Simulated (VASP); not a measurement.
A run of VASP 6.6.1:

INCAR

```
SYSTEM = PbS
ALGO     = Normal         ! electronic algorithm
EDIFF    = 1E-6           ! SCF threshold, eV
ENCUT    = 520            ! plane-wave cutoff, eV
ISIF     = 2              ! what is computed and relaxed
ISMEAR   = 0              ! smearing method
LASPH    = .TRUE.         ! aspherical terms in the spheres
LCHARG   = .TRUE.         ! write CHGCAR
LELF     = .TRUE.         ! ELF
LREAL    = .FALSE.        ! projectors in reciprocal space
LVHAR    = .TRUE.       
LWAVE    = .FALSE.        ! write WAVECAR
NBANDS   = 28             ! bands
NELM     = 80             ! most SCF steps
PREC     = Accurate       ! precision mode
SIGMA    = 0.01           ! smearing width, eV
```

Contents of KPOINTS:

```
k-points
0
G
  3 3 1
  0 0 0
```

POSCAR

```
PbS
1.0
    2.0569420000     -3.5658290000      0.0000000000
    2.0569420000      3.5658290000      0.0000000000
    0.0000000000      0.0000000000      7.5599450000
Pb S
2 2
Direct
    0.0010320000      0.9989680000      0.4867320000
    0.9989680000      0.0010320000      0.9867320000
    0.6671450000      0.3328550000      0.6924680000
    0.3328550000      0.6671450000      0.1924680000
```

Potentials or basis: VASP PAW LDA potentials, release 64 (Pb_d, S).

Launch:

```bash
$ cat potpaw_LDA.64/Pb_d/POTCAR potpaw_LDA.64/S/POTCAR > POTCAR
$ mpirun -np 1 vasp_std > vasp.out
```

Hardware: 1 thread of AMD EPYC 7R13 (shared host).

Q: Estimate the wall time of this run.

A: Wall time 23 s on 1 thread of AMD EPYC 7R13, on a shared host, peak memory 0.16 GiB. Counts: scf iterations 13, k points 4.
